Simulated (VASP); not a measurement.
# Cs2WBr6 (Fm-3m) in VASP: a series of runs

The runs below take Cs2WBr6 through single point, with LDA+U.

Program: VASP 6.6.1. These are calculated values, not measurements. Logs are shortened: lines on timing, memory, paths and dates and some standing lists are left out, and cuts for length are marked.

## 1. The cell of the first run

It takes space group Fm-3m (No. 225, cubic). Conventional cell: a = 10.733 Å, b = 10.733 Å, c = 10.733 Å, α = 90.00°, β = 90.00°, γ = 90.00°. Within 5.0 Å of Cs (site symmetry -43m) lie 12 Br at 3.80 Å and 4 W at 4.65 Å. W (site symmetry m-3m) has 6 Br at 2.63 Å within 3.5 Å. Within 3.5 Å of Br (site symmetry 4mm) lie 1 W at 2.63 Å.

## 2. Single point, LDA+U, collinear spin

Input file INCAR:

```
SYSTEM = Cs2WBr6
PREC     = Accurate       ! precision mode
ENCUT    = 500            ! plane-wave cutoff, eV
EDIFF    = 1E-6           ! SCF threshold, eV
ISMEAR   = 0              ! smearing method
SIGMA    = 0.05           ! smearing width, eV
LREAL    = .False.        ! projectors in reciprocal space
LASPH    = .True.         ! aspherical terms in the spheres
NELM     = 200            ! most SCF steps
ALGO     = Normal         ! electronic algorithm
ISIF     = 2              ! what is computed and relaxed
LWAVE    = .False.        ! write WAVECAR
LCHARG   = .False.        ! write CHGCAR
ISPIN    = 2              ! spin polarisation
MAGMOM   = 0 0 1.7 -0.01 -0.01 0.04 0.04 -0.01 -0.01 ! initial moments
LORBIT   = 11             ! projections on sites
NUPDOWN  = 2.2            ! fixed moment
LMAXMIX  = 4              ! l up to which the mixer works
LDAU     = .True.         ! DFT+U
LDAUTYPE = 2            
LDAUL    = -1 2 -1        ! shell
LDAUU    = 0 4 0          ! U, eV
LDAUJ    = 0 0 0        
LDAUPRINT= 1            
GGA      = CA             ! functional
NBANDS   = 51             ! bands
GGA_COMPAT= .False.
```

Input file KPOINTS:

```
Automatic mesh
0
Gamma
  3 3 3
  0 0 0
```

Input file POSCAR:

```
Cs2WBr6
1.0
    0.0000000000      5.3665004300      5.3665004300
    5.3665004300      0.0000000000      5.3665004300
    5.3665004300      5.3665004300      0.0000000000
Cs W Br
2 1 6
Direct
    0.2500000000      0.2500000000      0.2500000000
    0.7500000000      0.7500000000      0.7500000000
    0.0000000000      0.0000000000      0.0000000000
    0.7550000000      0.2450000000      0.2450000000
    0.2450000000      0.7550000000      0.7550000000
    0.2450000000      0.7550000000      0.2450000000
    0.7550000000      0.2450000000      0.7550000000
    0.2450000000      0.2450000000      0.7550000000
    0.7550000000      0.7550000000      0.2450000000
```

Potentials or basis: VASP PAW LDA potentials, release 64 (Cs_sv, W_sv, Br).

Run with:

```sh
cat potpaw_LDA.64/Cs_sv/POTCAR potpaw_LDA.64/W_sv/POTCAR potpaw_LDA.64/Br/POTCAR > POTCAR
mpirun -np 1 vasp_std > vasp.out
```

OUTCAR:

```text
SYSTEM = Cs2WBr6
   PREC = Accurate
   ENCUT = 500
   EDIFF = 1E-6
   ISMEAR = 0
   LREAL = .False.
   LASPH = .True.
   NELM = 200
   ISIF = 2
   ISPIN = 2
   LORBIT = 11
   NUPDOWN = 2.2
   GGA = CA

 ion  position               nearest neighbor table
   1  0.250  0.250  0.250-
   2  0.750  0.750  0.750-
   3  0.000  0.000  0.000-   4 2.63   5 2.63   6 2.63   7 2.63   8 2.63   9 2.63
   4  0.755  0.245  0.245-   3 2.63
   5  0.245  0.755  0.755-   3 2.63
   6  0.245  0.755  0.245-   3 2.63
   7  0.755  0.245  0.755-   3 2.63
   8  0.245  0.245  0.755-   3 2.63
   9  0.755  0.755  0.245-   3 2.63

  LATTYP: Found a face centered cubic cell.
 ALAT       =    10.7330008600

  Lattice vectors:

 A1 = (   0.0000000000,   5.3665004300,   5.3665004300)
 A2 = (   5.3665004300,   0.0000000000,   5.3665004300)
 A3 = (   5.3665004300,   5.3665004300,   0.0000000000)

Analysis of symmetry for initial positions (statically):
=====================================================================
 Subroutine PRICEL returns:
 Original cell was already a primitive cell.

 Routine SETGRP: Setting up the symmetry group for a
 face centered cubic supercell.

 Subroutine GETGRP returns: Found 48 space group operations
 (whereof 48 operations were pure point group operations)
 out of a pool of 48 trial point group operations.

The static configuration has the point symmetry O_h .

Analysis of symmetry for dynamics (positions and initial velocities):
=====================================================================
 Subroutine PRICEL returns:
 Original cell was already a primitive cell.

 Routine SETGRP: Setting up the symmetry group for a
 face centered cubic supercell.

 Subroutine GETGRP returns: Found 48 space group operations
 (whereof 48 operations were pure point group operations)
 out of a pool of 48 trial point group operations.

The dynamic configuration has the point symmetry O_h .

Analysis of structural, dynamic, and magnetic symmetry:
=====================================================================
 Subroutine PRICEL returns:
 Original cell was already a primitive cell.

 Routine SETGRP: Setting up the symmetry group for a
 face centered cubic supercell.

 Subroutine GETGRP returns: Found 16 space group operations
 (whereof 16 operations were pure point group operations)
 out of a pool of 48 trial point group operations.

The overall configuration has the point symmetry D_4h.

 Subroutine INISYM returns: Found 16 space group operations
 (whereof 16 operations are pure point group operations),
[... 172 lines left out ...]
  free energy    TOTEN  =       -34.73836923 eV

  energy without entropy =      -34.72093388  energy(sigma->0) =      -34.72965155

 E-fermi :   0.0753     XC(G=0):  -8.6954

 val. band max:        1.0161512043   @ k =   0.3333   0.0000  -0.3333
 cond. band min:       1.0622960462   @ k =  -0.3333   0.3333   0.0000
 fundamental gap:      0.0461448419
 Fermi energy:         1.0298215622

 spin component 1

 k-point     1 :       0.0000    0.0000    0.0000
  band No.  band energies     occupation
      1     -73.9113      1.00000
      2     -38.3548      1.00000
      3     -38.3546      1.00000
      4     -38.3546      1.00000
      5     -19.3210      1.00000
      6     -19.3052      1.00000
[... 301 lines left out ...]
     48       7.3073      0.00000
     49       7.7126      0.00000
 Fermi energy:         0.0753434006

 spin component 2

 k-point     1 :       0.0000    0.0000    0.0000
  band No.  band energies     occupation
      1     -73.1191      1.00000
      2     -37.3516      1.00000
      3     -37.3513      1.00000
      4     -37.3513      1.00000
      5     -19.3200      1.00000
      6     -19.3043      1.00000
[... 301 lines left out ...]
     48       7.3231      0.00000
     49       7.7370      0.00000
 [bands above 49 left out]

------------------------ aborting loop because EDIFF is reached ----------------------------------------

  FORCE on cell =-STRESS in cart. coord.  units (eV):
  Direction    XX          YY          ZZ          XY          YZ          ZX
  --------------------------------------------------------------------------------------
  -------------------------------------------------------------------------------------
  Total       -6.7596808     -6.7620294     -6.7596808     -0.0000000     -0.0000000      0.0000000
  in kB      -35.0375127    -35.0496863    -35.0375127     -0.0000000     -0.0000000      0.0000000
  external PRESSURE =     -35.0415705 kB  Pullay stress =       0.0000000 kB

 VOLUME and BASIS-vectors are now :
 -----------------------------------------------------------------------------
  energy-cutoff  :      500.00
  volume of cell :      309.10
      direct lattice vectors                 reciprocal lattice vectors
     0.000000000  5.366500430  5.366500430    -0.093170588  0.093170588  0.093170588
     5.366500430  0.000000000  5.366500430     0.093170588 -0.093170588  0.093170588
     5.366500430  5.366500430  0.000000000     0.093170588  0.093170588 -0.093170588

 POSITION                                       TOTAL-FORCE (eV/Angst)
 -----------------------------------------------------------------------------------
      2.68325      2.68325      2.68325         0.000000      0.000000      0.000000
      8.04975      8.04975      8.04975        -0.000000      0.000000     -0.000000
      0.00000      0.00000      0.00000        -0.000000      0.000000      0.000000
      2.62959      5.36650      5.36650        -0.813706      0.000000      0.000000
      8.10342      5.36650      5.36650         0.813706      0.000000      0.000000
      5.36650      2.62959      5.36650         0.000000     -0.813880      0.000000
      5.36650      8.10342      5.36650         0.000000      0.813880      0.000000
      5.36650      5.36650      2.62959         0.000000      0.000000     -0.813706
      5.36650      5.36650      8.10342         0.000000      0.000000      0.813706
 -----------------------------------------------------------------------------------
    total drift:                                0.000000      0.000000      0.000000

  FREE ENERGIE OF THE ION-ELECTRON SYSTEM (eV)
  ---------------------------------------------------
  free  energy   TOTEN  =       -34.7383692318 eV

  energy  without entropy=      -34.7209338758  energy(sigma->0) =      -34.72965155

 total charge

# of ion       s       p       d       tot
------------------------------------------
    1        1.828   4.681   0.028   6.537
    2        1.828   4.681   0.028   6.537
    3        2.302   6.198   3.044  11.544
    4        1.613   3.217   0.016   4.845
    5        1.613   3.217   0.016   4.845
    6        1.613   3.217   0.016   4.845
    7        1.613   3.217   0.016   4.845
    8        1.613   3.217   0.016   4.845
    9        1.613   3.217   0.016   4.845
--------------------------------------------------
tot         15.633  34.864   3.194  53.691

 magnetization (x)

# of ion       s       p       d       tot
------------------------------------------
    1        0.000  -0.000   0.001   0.001
    2        0.000  -0.000   0.001   0.001
    3        0.023   0.014   1.768   1.805
    4       -0.000  -0.006   0.004  -0.002
    5       -0.000  -0.006   0.004  -0.002
    6       -0.000  -0.006   0.004  -0.002
    7       -0.000  -0.006   0.004  -0.002
    8       -0.000  -0.006   0.004  -0.002
    9       -0.000  -0.006   0.004  -0.002
--------------------------------------------------
tot          0.023  -0.021   1.792   1.795
```

stdout:

```text
POSCAR found type information on POSCAR CsW Br
 POSCAR found :  3 types and       9 ions
 scaLAPACK will be used
 LDA part: xc-table for (Slater(with rela. corr.)+CA(PZ))
 , standard interpolation
 POSCAR, INCAR and KPOINTS ok, starting setup
 FFT: planning ... GRIDC
 FFT: planning ... GRID_SOFT
 FFT: planning ... GRID
 WAVECAR not read
 entering main loop
```

Wall time 6.5 min (1 thread of Intel Xeon Platinum 8488C (Sapphire Rapids), shared host); peak memory 0.44 GiB.

What came out:

```
Free energy                                           : -34.7384 eV
Pressure                                              : -3.5 GPa
Largest force                                         : 0.814 eV/Å
Net moment                                            : 2.20 μB per cell
Site moments                                          : Cs +0.00; W +1.80; Br -0.00 μB
Valence electrons inside the program's atomic spheres : Cs 6.54; W 11.54; Br 4.84
```

Forces in eV/Å, atoms in the order of the input:
```
Cs   0.000  0.000  0.000
Cs   0.000  0.000  0.000
W    0.000  0.000  0.000
Br  -0.814  0.000  0.000
Br   0.814  0.000  0.000
Br   0.000 -0.814  0.000
Br   0.000  0.814  0.000
Br   0.000  0.000 -0.814
Br   0.000  0.000  0.814
```

Eigenvalues of the final occupation matrices:
```
    site  spin  trace               eigenvalues
site 3 d     1   2.43  0.28 0.28 0.63 0.63 0.63
site 3 d     2   0.65  0.07 0.07 0.07 0.22 0.22
```

Caveat: the cell stands under tension; spin-orbit coupling is left out, which moves the levels of the heavy elements; the total moment is fixed, so each spin has its own Fermi level.

## 3. Single point, LDA+U, collinear spin

Input file INCAR:

```
  ALGO = Normal
  EDIFF = 1E-6
  ENCUT = 500
  GGA_COMPAT = F
  ISIF = 2
  ISMEAR = 0
  ISPIN = 2
  LASPH = T
  LCHARG = F
  LDAU = T
  LDAUJ = 0 0 0
  LDAUL = -1 2 -1
  LDAUPRINT = 1
  LDAUTYPE = 2
  LDAUU = 0 4 0
  LMAXMIX = 4
  LORBIT = 11
  LREAL = F
  LWAVE = F
  MAGMOM = 0 0 1.6 -0.02 -0.02 0.02 0.02 -0.02 -0.02
  NBANDS = 51
  NELM = 200
  NUPDOWN = 2.0
  PREC = Accurate
  SIGMA = 0.05
```

Input file KPOINTS:

```
k-points
0
Gamma
  3 3 3
```

POSCAR is that of step 2.

Potentials or basis: VASP PAW LDA potentials, release 64 (Cs_sv, W_sv, Br).

Run with:

```sh
cat potpaw_LDA.64/Cs_sv/POTCAR potpaw_LDA.64/W_sv/POTCAR potpaw_LDA.64/Br/POTCAR > POTCAR
mpirun -np 1 vasp_std > vasp.out
```

It took 6.5 min on 1 thread of Intel Xeon Platinum 8488C (Sapphire Rapids), shared host; peak memory 0.43 GiB.

The run converged. Its results:

* Free energy: -34.8308 eV
* Pressure: -3.6 GPa
* Largest force: 0.863 eV/Å
* Net moment: 2.00 μB per cell
* Site moments: Cs +0.00; W +1.75; Br -0.02 μB
* Valence electrons inside the program's atomic spheres: Cs 6.54; W 11.53; Br 4.85

Forces in eV/Å, atoms in the order of the input:
```
Cs   0.000  0.000  0.000
Cs   0.000  0.000  0.000
W    0.000  0.000  0.000
Br  -0.863  0.000  0.000
Br   0.863  0.000  0.000
Br   0.000 -0.863  0.000
Br   0.000  0.863  0.000
Br   0.000  0.000 -0.863
Br   0.000  0.000  0.863
```

Eigenvalues of the final occupation matrices:
| site | spin | trace | eigenvalues |
| --- | --- | --- | --- |
| site 3 d | 1 | 2.39 | 0.28 0.28 0.61 0.61 0.61 |
| site 3 d | 2 | 0.67 | 0.07 0.07 0.07 0.23 0.23 |

Caveat: the cell stands under tension; spin-orbit coupling is left out, which moves the levels of the heavy elements; the total moment is fixed, so each spin has its own Fermi level.
